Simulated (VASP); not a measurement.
# AlN (Imm2) in VASP: notebook, part 2 of 2

VASP 6.6.1. Earlier steps stand in the parts before.

## Step 4: Single point, PBE (mode 4 (656.9 1/cm) frozen in, largest displacement +0.188 Å)

INCAR reads:

```
PREC = Accurate
ENCUT = 520
EDIFF = 1E-7
ISMEAR = 0
SIGMA = 0.05
LREAL = False
LASPH = True
NELM = 100
ALGO = Normal
ISIF = 2
LWAVE = False
LCHARG = False
GGA = PE
NBANDS = 11
```

KPOINTS reads:

```
Automatic mesh
0
Gamma
  10 10 10
```

POSCAR reads:

```
AlN
1.0
    0.0000000000      2.1839935596      2.1839935596
    2.1839935596      0.0000000000      2.1839935596
    2.1839935596      2.1839935596      0.0000000000
Al N
1 1
Direct
   -0.0222842665     -0.0222842665      0.0222842665
    0.7929259508      0.7929259508      0.7070740492
```

Potentials or basis: VASP PAW PBE potentials, release 64 (Al, N).

Command:

```sh
$ cat potpaw_PBE.64/Al/POTCAR potpaw_PBE.64/N/POTCAR > POTCAR
$ mpirun -np 1 vasp_std > vasp.out
```

OUTCAR:

```text
PREC = Accurate
   ENCUT = 520
   EDIFF = 1E-7
   ISMEAR = 0
   LREAL = False
   LASPH = True
   NELM = 100
   ISIF = 2
   GGA = PE

 ion  position               nearest neighbor table
   1  0.978  0.978  0.022-   2 1.74   2 1.74   2 2.07   2 2.07
   2  0.793  0.793  0.707-   1 1.74   1 1.74   1 2.07   1 2.07

  LATTYP: Found a face centered cubic cell.
 ALAT       =     4.3679871192

  Lattice vectors:

 A1 = (   0.0000000000,   2.1839935596,   2.1839935596)
 A2 = (   2.1839935596,   0.0000000000,   2.1839935596)
 A3 = (   2.1839935596,   2.1839935596,   0.0000000000)

Analysis of symmetry for initial positions (statically):
=====================================================================
 Subroutine PRICEL returns:
 Original cell was already a primitive cell.

 Routine SETGRP: Setting up the symmetry group for a
 face centered cubic supercell.

 Subroutine GETGRP returns: Found  4 space group operations
 (whereof  4 operations were pure point group operations)
 out of a pool of 48 trial point group operations.

The static configuration has the point symmetry C_2v.

Analysis of symmetry for dynamics (positions and initial velocities):
[... 163 lines left out ...]
 fundamental gap:      2.6240168785
 Fermi energy:         6.8640325305

 k-point     1 :       0.0000    0.0000    0.0000
  band No.  band energies     occupation
      1      -9.0403      2.00000
      2       5.1735      2.00000
      3       6.0226      2.00000
      4       6.5867      2.00000
      5       9.9739      0.00000
      6      18.4556      0.00000
      7      18.5941      0.00000
      8      18.6447      0.00000
      9      23.3606      0.00000
     10      23.5529      0.00000
     11      24.0164      0.00000
[... 309 lines left out ...]
 k-point    24 :       0.1000    0.0000    0.4000
  band No.  band energies     occupation
      1      -7.3408      2.00000
      2       0.8464      2.00000
      3       5.2051      2.00000
      4       5.7805      2.00000
      5      12.8911      0.00000
      6      15.3209      0.00000
      7      17.2328      0.00000
      8      18.5835      0.00000
      9      22.0350      0.00000
     10      24.9063      0.00000
     11      25.4221      0.00000

 [... further k-points ...]
[... 5 lines left out ...]
  --------------------------------------------------------------------------------------
  -------------------------------------------------------------------------------------
  Total        2.5632266      2.5632266      0.4866206      2.9437417      0.0000000      0.0000000
  in kB      197.1122080    197.1122080     37.4211433    226.3738372      0.0000000      0.0000000
  external PRESSURE =     143.8818531 kB  Pullay stress =       0.0000000 kB

 VOLUME and BASIS-vectors are now :
 -----------------------------------------------------------------------------
  energy-cutoff  :      520.00
  volume of cell :       20.83
      direct lattice vectors                 reciprocal lattice vectors
     0.000000000  2.183993560  2.183993560    -0.228938404  0.228938404  0.228938404
     2.183993560  0.000000000  2.183993560     0.228938404 -0.228938404  0.228938404
     2.183993560  2.183993560  0.000000000     0.228938404  0.228938404 -0.228938404

 POSITION                                       TOTAL-FORCE (eV/Angst)
 -----------------------------------------------------------------------------------
      2.18399      2.18399      4.27065        -0.000000     -0.000000      3.847904
      3.27599      3.27599      3.46349         0.000000      0.000000     -3.847904
 -----------------------------------------------------------------------------------
    total drift:                               -0.000001     -0.000001     -0.000008

  FREE ENERGIE OF THE ION-ELECTRON SYSTEM (eV)
  ---------------------------------------------------
  free  energy   TOTEN  =       -14.2686460874 eV

  energy  without entropy=      -14.2686460874  energy(sigma->0) =      -14.26864609
```

Run time: 11 s. Hardware: 1 thread of Intel Xeon 6975P-C (Granite Rapids), shared host; peak memory 0.16 GiB.

What came out:

```yaml
Free_energy: -14.2686 eV
Pressure: 14.4 GPa
Largest_force: 3.848 eV/Å
Band_gap_on_the_k_mesh: 2.62 eV, indirect (least direct gap 3.39 eV)
```

Forces on the atoms (eV/Å):
```
Al   0.000  0.000  3.848
N    0.000  0.000 -3.848
```

Caveat: the cell differs from its parent crystal (mode 4 (656.9 1/cm) frozen in, largest displacement +0.188 Å); forces of over 1 eV/Å act on the atoms, so gaps and moduli don't describe the material at rest.

## Step 5: Single point, PBE (mode 4 (656.9 1/cm) frozen in, largest displacement +0.113 Å)

INCAR reads:

```
SYSTEM = AlN
PREC = Accurate ; ENCUT = 520
EDIFF = 1E-6 ; ISMEAR = 0
SIGMA = 0.05 ; LREAL = .FALSE.
LASPH = .TRUE. ; NELM = 80
ALGO = Normal ; ISIF = 2
LWAVE = .FALSE. ; LCHARG = .FALSE.
GGA = PE ; NBANDS = 11
```

KPOINTS reads:

```
regular mesh
0
G
  10 10 10
  0 0 0
```

POSCAR reads:

```
AlN
1.0
    0.0000000000      2.1839935596      2.1839935596
    2.1839935596      0.0000000000      2.1839935596
    2.1839935596      2.1839935596      0.0000000000
Al N
1 1
Direct
   -0.0133705599     -0.0133705599      0.0133705599
    0.7757555705      0.7757555705      0.7242444295
```

Command:

```sh
$ cat potpaw_PBE.64/Al/POTCAR potpaw_PBE.64/N/POTCAR > POTCAR
$ mpirun -np 1 vasp_std > vasp.out
```

Run time: 9.8 s. Hardware: 1 thread of Intel Xeon 6975P-C (Granite Rapids), shared host; peak memory 0.16 GiB.

Results (log left out):

| Property | Result |
| --- | --- |
| Free energy | -14.6291 eV |
| Pressure | 8.2 GPa |
| Largest force | 2.438 eV/Å |
| Band gap on the k mesh | 2.88 eV, indirect (least direct gap 3.72 eV) |

Forces on the atoms (eV/Å):
```
Al   0.000  0.000  2.438
N    0.000  0.000 -2.438
```

Stress tensor (GPa, compression positive):
```
10.12 12.73  0.00
12.73 10.12  0.00
 0.00  0.00  4.36
```

Levels at points of the mesh, in eV from the valence-band top:
| k point | band 1 | band 2 | band 3 | band 4 | band 5 | band 6 | band 7 | band 8 |
| --- | --- | --- | --- | --- | --- | --- | --- | --- |
| (0.00, 0.00, 0.00) | -15.40 | -0.88 | -0.39 | 0.00 | 3.72 | 12.10 | 12.19 | 12.21 |
| (0.50, 0.00, 0.00) | -13.38 | -6.13 | -1.33 | -0.74 | 6.97 | 9.46 | 10.58 | 10.86 |
| (0.00, 0.00, 0.50) | -13.33 | -6.39 | -0.98 | -0.53 | 6.79 | 9.26 | 10.59 | 11.09 |
| (0.50, 0.50, 0.00) | -12.73 | -5.30 | -2.53 | -1.90 | 2.94 | 8.23 | 13.37 | 15.24 |
| (0.00, 0.50, 0.50) | -12.73 | -5.34 | -2.16 | -2.13 | 2.88 | 8.02 | 13.36 | 15.38 |

Caveat: the cell differs from its parent crystal (mode 4 (656.9 1/cm) frozen in, largest displacement +0.113 Å); forces of over 1 eV/Å act on the atoms, so gaps and moduli don't describe the material at rest.
